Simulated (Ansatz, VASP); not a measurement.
**Two plane-wave programs on Ge2Sb**

File INCAR:

```
SYSTEM = Ge2Sb
PREC = Accurate
ENCUT = 520
EDIFF = 1E-6
ISMEAR = 0
SIGMA = 0.1
LREAL = .False.
LASPH = .True.
NELM = 80
ALGO = Normal
ISIF = 2
LWAVE = .False.
LCHARG = .True.
GGA = PE
LELF = .True.
LVHAR = .True.
NBANDS = 24
```

The input KPOINTS:

```
Automatic mesh
0
Gamma
  6 6 4
  0 0 0
```

The input POSCAR:

```
Ge2Sb
1.0
    3.7309549500      0.0000000000      0.0000000000
   -1.8654774700      3.2311017600      0.0000000000
    0.0000000000      0.0000000000      5.5562592400
Ge Sb
2 1
Direct
    0.0000000000      0.0000000000      0.6578728900
    0.0000000000      0.0000000000      0.3421271100
    0.0000000000      0.0000000000      0.0000000000
```

Input for Ansatz:

```yaml
crystal:
  lattice:
    - [3.73095495, 0.0, 0.0]
    - [-1.86547747, 3.23110176, 0.0]
    - [0.0, 0.0, 5.55625924]
  atoms:
    - { symbol: Ge, position: [0.0, 0.0, 0.65787289] }
    - { symbol: Ge, position: [0.0, 0.0, 0.34212711] }
    - { symbol: Sb, position: [0.0, 0.0, 0.0] }
basis:
  ecutwfc: 420
kpoints:
  mp_grid: { grid: [6, 6, 4] }
hamiltonian:
  xc: pbe
scf:
  occupations: { method: gaussian, width: 0.1 }
  lower_state_search: "off"
output:
  forces: true
  stress: true
  eigenvalues: true
```

Alike in both runs: task single point; functional PBE; k mesh 6 × 6 × 4; occupations gaussian, width 0.1 eV; no spin polarisation.

```csv
,VASP,Ansatz
version,VASP 6.6.1,Ansatz 0.2.0
potentials or method,"VASP PAW PBE potentials, release 64 (Ge_d, Sb), cutoff 520 eV","scalar-relativistic, plane waves, PAW"
valence electrons in the cell,33,43
```

Ansatz gave:

| Item | Value |
| --- | --- |
| gap on the k mesh at the Fermi level (eV) | none |
| rms of the force components (eV/Å) | 0.101 |

Question: Estimate VASP's values.

Answer: gap on the k mesh at the Fermi level (eV): none; rms of the force components (eV/Å): 0.775.

Atom by atom the forces differ by 0.877 eV/Å (rms over components). A gap of «none» marks a metal or a gap that the smearing closes. One of these differences is far larger than is usual between the two programs; its cause wasn't traced. VASP's potentials hold 33 valence electrons a cell and Ansatz's 43, so a difference there can come from the potentials and not from the codes.

Neither program's run includes spin-orbit coupling.
